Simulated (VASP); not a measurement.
# MnBe3 (Pm-3m) in VASP: notebook

Runs on MnBe3. Level: LDA. Tasks: single point.

All numbers are computed with VASP 6.6.1; they aren't measurements. Logs are shortened: lines on timing, memory, paths and dates and some standing lists are left out, and cuts for length are marked.

## 1. The cell of the first run

The structure is cubic, space group Pm-3m (No. 221). The conventional cell has a = 3.252 Å, b = 3.252 Å, c = 3.252 Å, α = 90.00°, β = 90.00°, γ = 90.00°. Within 3.0 Å of Be (site symmetry 4/mmm) lie 8 Be at 2.30 Å and 4 Mn at 2.30 Å. Mn (site symmetry m-3m) has 12 Be at 2.30 Å within 3.0 Å.

## 2. Single point, LDA, collinear spin, ferromagnetic start

Input file INCAR:

```
PREC = Accurate
ENCUT = 600
EDIFF = 1E-6
ISMEAR = -1
SIGMA = 0.1
LREAL = F
LASPH = T
NELM = 200
ALGO = Normal
ISIF = 2
LWAVE = F
LCHARG = F
ISPIN = 2
MAGMOM = 0 0 0 4
LORBIT = 11
LMAXMIX = 4
NBANDS = 22
GGA_COMPAT = F
```

Input file KPOINTS:

```
Automatic mesh
0
Gamma
  7 7 7
```

Input file POSCAR:

```
MnBe3
1.0
    3.2517450000      0.0000000000      0.0000000000
    0.0000000000      3.2517450000      0.0000000000
    0.0000000000      0.0000000000      3.2517450000
Be Mn
3 1
Direct
    0.0000000000      0.5000000000      0.5000000000
    0.5000000000      0.0000000000      0.5000000000
    0.5000000000      0.5000000000      0.0000000000
    0.0000000000      0.0000000000      0.0000000000
```

Potentials or basis: VASP PAW LDA potentials, release 64 (Be, Mn_pv).

Launch:

```sh
$ cat potpaw_LDA.64/Be/POTCAR potpaw_LDA.64/Mn_pv/POTCAR > POTCAR
$ mpirun -np 1 vasp_std > vasp.out
```

OUTCAR:

```text
PREC = Accurate
   ENCUT = 600
   EDIFF = 1E-6
   ISMEAR = -1
   LREAL = F
   LASPH = T
   NELM = 200
   ISIF = 2
   ISPIN = 2
   LORBIT = 11

 ion  position               nearest neighbor table
   1  0.000  0.500  0.500-   2 2.30   3 2.30   4 2.30   3 2.30   4 2.30   2 2.30   4 2.30   4 2.30
                             2 2.30   3 2.30   3 2.30   2 2.30
   2  0.500  0.000  0.500-   1 2.30   3 2.30   4 2.30   3 2.30   4 2.30   1 2.30   3 2.30   3 2.30
                             1 2.30   4 2.30   4 2.30   1 2.30
   3  0.500  0.500  0.000-   1 2.30   2 2.30   4 2.30   1 2.30   2 2.30   2 2.30   4 2.30   2 2.30
                             1 2.30   4 2.30   1 2.30   4 2.30
   4  0.000  0.000  0.000-   1 2.30   2 2.30   3 2.30   1 2.30   2 2.30   1 2.30   3 2.30   1 2.30
                             2 2.30   3 2.30   2 2.30   3 2.30

  LATTYP: Found a simple cubic cell.
 ALAT       =     3.2517450000

  Lattice vectors:

 A1 = (   3.2517450000,   0.0000000000,   0.0000000000)
 A2 = (   0.0000000000,   3.2517450000,   0.0000000000)
 A3 = (   0.0000000000,   0.0000000000,   3.2517450000)

Analysis of symmetry for initial positions (statically):
=====================================================================
 Subroutine PRICEL returns:
 Original cell was already a primitive cell.

 Routine SETGRP: Setting up the symmetry group for a
 simple cubic supercell.

 Subroutine GETGRP returns: Found 48 space group operations
 (whereof 48 operations were pure point group operations)
 out of a pool of 48 trial point group operations.

The static configuration has the point symmetry O_h .

Analysis of symmetry for dynamics (positions and initial velocities):
=====================================================================
 Subroutine PRICEL returns:
 Original cell was already a primitive cell.

 Routine SETGRP: Setting up the symmetry group for a
 simple cubic supercell.

 Subroutine GETGRP returns: Found 48 space group operations
 (whereof 48 operations were pure point group operations)
 out of a pool of 48 trial point group operations.

The dynamic configuration has the point symmetry O_h .

Analysis of structural, dynamic, and magnetic symmetry:
=====================================================================
 Subroutine PRICEL returns:
 Original cell was already a primitive cell.

 Routine SETGRP: Setting up the symmetry group for a
 simple cubic supercell.

 Subroutine GETGRP returns: Found 48 space group operations
 (whereof 48 operations were pure point group operations)
 out of a pool of 48 trial point group operations.

The overall configuration has the point symmetry O_h .

 Subroutine INISYM returns: Found 48 space group operations
 (whereof 48 operations are pure point group operations),
 and found     1 'primitive' translations

----------------------------------------------------------------------------------------

                                     Primitive cell

  volume of cell :      34.3834

  direct lattice vectors                    reciprocal lattice vectors
     3.251745000  0.000000000  0.000000000     0.307527189  0.000000000  0.000000000
     0.000000000  3.251745000  0.000000000     0.000000000  0.307527189  0.000000000
     0.000000000  0.000000000  3.251745000     0.000000000  0.000000000  0.307527189

  length of vectors
     3.251745000  3.251745000  3.251745000     0.307527189  0.307527189  0.307527189

  position of ions in fractional coordinates (direct lattice)
     0.000000000  0.500000000  0.500000000
     0.500000000  0.000000000  0.500000000
     0.500000000  0.500000000  0.000000000
     0.000000000  0.000000000  0.000000000

  ion indices of the primitive-cell ions
   primitive index   ion index
                 1           1
                 2           2
                 3           3
                 4           4

----------------------------------------------------------------------------------------

 KPOINTS: Automatic mesh

Automatic generation of k-mesh.
 Grid dimensions read from file:
 generate k-points for:    7    7    7

 Generating k-lattice:

  Cartesian coordinates                     Fractional coordinates (reciprocal lattice)
     0.043932456  0.000000000  0.000000000     0.142857143  0.000000000  0.000000000
     0.000000000  0.043932456  0.000000000     0.000000000  0.142857143  0.000000000
     0.000000000  0.000000000  0.043932456     0.000000000  0.000000000  0.142857143

  Length of vectors
     0.043932456  0.043932456  0.043932456

  Shift w.r.t. Gamma in fractional coordinates (k-lattice)
     0.000000000  0.000000000  0.000000000

 Subroutine IBZKPT returns following result:
 ===========================================

 Found     20 irreducible k-points:

 Following reciprocal coordinates:
            Coordinates               Weight
  0.000000  0.000000  0.000000      1.000000
  0.142857  0.000000  0.000000      6.000000
  0.285714  0.000000  0.000000      6.000000
  0.428571  0.000000  0.000000      6.000000
  0.142857  0.142857  0.000000     12.000000
  0.285714  0.142857  0.000000     24.000000
[... 12 lines left out ...]
  0.428571  0.428571  0.285714     24.000000
  0.428571  0.428571  0.428571      8.000000
   k-points           NKPTS =     20   k-points in BZ     NKDIM =     20   number of bands    NBANDS=     22
   number of dos      NEDOS =    301   number of ions     NIONS =      4
   total plane-waves  NPLWV =  21952
   dimension x,y,z NGX =    28 NGY =   28 NGZ =   28
   dimension x,y,z NGXF=    56 NGYF=   56 NGZF=   56
   ions per type =               3   1
   NGX,Y,Z   is equivalent  to a cutoff of  14.32, 14.32, 14.32 a.u.
   NGXF,Y,Z  is equivalent  to a cutoff of  28.63, 28.63, 28.63 a.u.
 SYSTEM =  unknown system
   PREC   = accura    normal or accurate (medium, high low for compatibility)
   ISTART =      0    job   : 0-new  1-cont  2-samecut
   ICHARG =      2    charge: 1-file 2-atom 10-const
   ISPIN  =      2    spin polarized calculation?
   LNONCOLLINEAR =      F non collinear calculations
   LSORBIT =      F    spin-orbit coupling
   LASPH  =      T    aspherical Exc in radial PAW
   ENCUT  =  600.0 eV  44.10 Ry    6.64 a.u.   6.49  6.49  6.49*2*pi/ulx,y,z
   NELM   =    200;   NELMIN=  2; NELMDL= -5     # of ELM steps
   EDIFF  = 0.1E-05   stopping-criterion for ELM
   LREAL  =      F    real-space projection
   EDIFFG = 0.1E-04   stopping-criterion for IOM
   NSW    =      0    number of steps for IOM
   IBRION =     -1    ionic relax: 0-MD 1-quasi-New 2-CG
   NFREE  =      0    steps in history (QN), initial steepest desc. (CG)
   ISIF   =      2    stress and relaxation
   ISYM   =      2    0-nonsym 1-usesym 2-fastsym
   POTIM  = 0.5000    time-step for ionic-motion
   TEBEG  =    0.0;   TEEND  =   0.0 temperature during run
   PSTRESS=    0.0 pullay stress
   NELECT =      19.0000    total number of electrons
   NUPDOWN=      -1.0000    fix difference up-down
   EMIN   =  10.00;   EMAX   =-10.00  energy-range for DOS
   EFERMI =   0.00;   METHOD = LEGACY
   ISMEAR =    -1;   SIGMA  =   0.10  broadening in eV -4-tet -1-fermi 0-gaus
   EFERMI_NEDOS =   21; number of points for ismear=-14 and -15
   IALGO  =     38    algorithm
   IMIX   =      4    mixing-type and parameters
     AMIX     =   0.40;   BMIX     =  1.00
     AMIX_MAG =   1.60;   BMIX_MAG =  1.00
  volume/ion in A,a.u.               =       8.60        58.01
  Fermi-wavevector in a.u.,A,eV,Ry     =   1.343413  2.538682 24.555230  1.804759
  Thomas-Fermi vector in A             =   2.471489
   LORBIT       =     11    0 simple, 1 ext, 2 COOP (PROOUT), +10 PAW based schemes
   GGA     = CA    functional components
   LHFCALC =     F    Hartree Fock is set to
   AEXX    =    0.0000 exact exchange contribution
   IVDW    =     0    specifies the selected vdW correction
   LEPSILON=     F    determine dielectric tensor
   LRPA    =     F    only Hartree local field effects (RPA)
 spin polarized calculation
  energy-cutoff  :      600.00
  volume of cell :       34.38
 maximum number of plane-waves:      1189
 NGX is ok and might be reduce to    28
   NGX = 13   NGY = 13   NGZ = 13

 number of electron      19.0000004 magnetization       0.7889246

 Free energy of the ion-electron system (eV)
  ---------------------------------------------------
  ext. energy  EPLUGINS =         0.00000000
  ---------------------------------------------------
  free energy    TOTEN  =       -23.36146385 eV

  energy without entropy =      -23.29741738  energy(sigma->0) =      -23.32944062

 E-fermi :   7.3985     XC(G=0): -11.7840

 val. band max:        7.3943967247   @ k =   0.1429   0.0000   0.0000
 cond. band min:       7.4146399865   @ k =   0.2857   0.0000   0.0000
 fundamental gap:      0.0202432618
 Fermi energy:         7.3985386043

 spin component 1

 k-point     1 :       0.0000    0.0000    0.0000
  band No.  band energies     occupation
      1     -40.2702      1.00000
      2     -40.2702      1.00000
      3     -40.2702      1.00000
      4      -2.4907      1.00000
      5       4.7351      1.00000
      6       4.7351      1.00000
[... 469 lines left out ...]
     20      23.3634      0.00000
     21      23.3634      0.00000
 Fermi energy:         7.3985386043

 spin component 2

 k-point     1 :       0.0000    0.0000    0.0000
  band No.  band energies     occupation
      1     -39.4206      1.00000
      2     -39.4206      1.00000
      3     -39.4206      1.00000
      4      -2.4659      1.00000
      5       5.3614      1.00000
      6       5.3614      1.00000
[... 469 lines left out ...]
     20      23.3283      0.00000
     21      23.3283      0.00000
 [bands above 21 left out]

------------------------ aborting loop because EDIFF is reached ----------------------------------------

  FORCE on cell =-STRESS in cart. coord.  units (eV):
  Direction    XX          YY          ZZ          XY          YZ          ZX
  --------------------------------------------------------------------------------------
  -------------------------------------------------------------------------------------
  Total       -2.0199949     -2.0199949     -2.0199949      0.0000000      0.0000000      0.0000000
  in kB      -94.1263934    -94.1263934    -94.1263934      0.0000000      0.0000000      0.0000000
  external PRESSURE =     -94.1263934 kB  Pullay stress =       0.0000000 kB

 VOLUME and BASIS-vectors are now :
 -----------------------------------------------------------------------------
  energy-cutoff  :      600.00
  volume of cell :       34.38
      direct lattice vectors                 reciprocal lattice vectors
     3.251745000  0.000000000  0.000000000     0.307527189  0.000000000  0.000000000
     0.000000000  3.251745000  0.000000000     0.000000000  0.307527189  0.000000000
     0.000000000  0.000000000  3.251745000     0.000000000  0.000000000  0.307527189

 POSITION                                       TOTAL-FORCE (eV/Angst)
 -----------------------------------------------------------------------------------
      0.00000      1.62587      1.62587         0.000000      0.000000      0.000000
      1.62587      0.00000      1.62587         0.000000      0.000000      0.000000
      1.62587      1.62587      0.00000         0.000000      0.000000      0.000000
      0.00000      0.00000      0.00000         0.000000      0.000000      0.000000
 -----------------------------------------------------------------------------------
    total drift:                               -0.000000     -0.000000     -0.000000

  FREE ENERGIE OF THE ION-ELECTRON SYSTEM (eV)
  ---------------------------------------------------
  free  energy   TOTEN  =       -23.3614638530 eV

  energy  without entropy=      -23.2974173825  energy(sigma->0) =      -23.32944062

 total charge

# of ion       s       p       d       tot
------------------------------------------
    1        0.449   0.732   0.000   1.181
    2        0.449   0.732   0.000   1.181
    3        0.449   0.732   0.000   1.181
    4        0.345   6.358   5.314  12.017
--------------------------------------------------
tot          1.692   8.554   5.314  15.559

 magnetization (x)

# of ion       s       p       d       tot
------------------------------------------
    1       -0.006  -0.015   0.000  -0.021
    2       -0.006  -0.015   0.000  -0.021
    3       -0.006  -0.015   0.000  -0.021
    4        0.008  -0.001   0.851   0.858
--------------------------------------------------
tot         -0.010  -0.046   0.851   0.795
```

Wall time 28 s (1 thread of Intel Xeon Platinum 8375C at 2.90GHz (Ice Lake), shared host); peak memory 0.16 GiB.

Results:

```yaml
Free_energy: -23.3615 eV
Pressure: -9.4 GPa
Net_moment: 0.79 μB per cell
Site_moments: Be -0.02; Mn +0.86 μB
Valence_electrons_inside_the_program's_atomic_spheres: Be 1.18; Mn 12.02
```

Levels at points of the mesh, in eV from the Fermi level:
Spin up:
```
           k point  band 8  band 9  band 10  band 11  band 12  band 13
(0.00, 0.00, 0.00)   -0.61   -0.61    -0.49    -0.49    -0.49     6.41
```
Spin down:
| k point | band 5 | band 6 | band 7 | band 8 | band 9 | band 10 | band 11 | band 12 | band 13 | band 14 |
| --- | --- | --- | --- | --- | --- | --- | --- | --- | --- | --- |
| (0.00, 0.00, 0.00) | -2.04 | -2.04 | -0.49 | -0.49 | -0.49 | -0.02 | -0.02 | -0.02 | 6.49 | 8.95 |

Caveat: the moment fell far below its start of 4 μB, so a state of higher moment may lie lower in energy.

## 3. Single point, LDA, collinear spin, ferromagnetic start

Input file INCAR:

```
SYSTEM = MnBe3
PREC = Accurate
ENCUT = 600
EDIFF = 1E-6
ISMEAR = -1
SIGMA = 0.1
LREAL = .False.
LASPH = .True.
NELM = 200
ALGO = Normal
ISIF = 2
LWAVE = .False.
LCHARG = .True.
ISPIN = 2
MAGMOM = 0 0 0 4
LORBIT = 11
LMAXMIX = 4
LELF = .True.
LVHAR = .True.
NBANDS = 22
GGA_COMPAT = .False.
```

Input file KPOINTS:

```
regular mesh
0
Gamma
  7 7 7
  0 0 0
```

POSCAR is that of step 2.

Potentials or basis: VASP PAW LDA potentials, release 64 (Be, Mn_pv).

Launch:

```sh
$ cat potpaw_LDA.64/Be/POTCAR potpaw_LDA.64/Mn_pv/POTCAR > POTCAR
$ mpirun -np 1 vasp_std > vasp.out
```

Run time: 30 s. Hardware: 1 thread of Intel Xeon Platinum 8375C at 2.90GHz (Ice Lake), shared host; peak memory 0.16 GiB.

Results (log left out):

- Free energy: -23.3615 eV
- Pressure: -9.4 GPa
- Net moment: 0.79 μB per cell
- Site moments: Be -0.02; Mn +0.86 μB
- Valence electrons inside the program's atomic spheres: Be 1.18; Mn 12.02

Levels at points of the mesh, in eV from the Fermi level:
Spin up:
| k point | band 8 | band 9 | band 10 | band 11 | band 12 | band 13 |
| --- | --- | --- | --- | --- | --- | --- |
| (0.00, 0.00, 0.00) | -0.61 | -0.61 | -0.49 | -0.49 | -0.49 | 6.41 |
Spin down:
```tsv
k point	band 7	band 8	band 9	band 10	band 11	band 12
(0.00, 0.00, 0.00)	-0.49	-0.49	-0.49	-0.02	-0.02	-0.02
```

Caveat: the moment fell far below its start of 4 μB, so a state of higher moment may lie lower in energy.
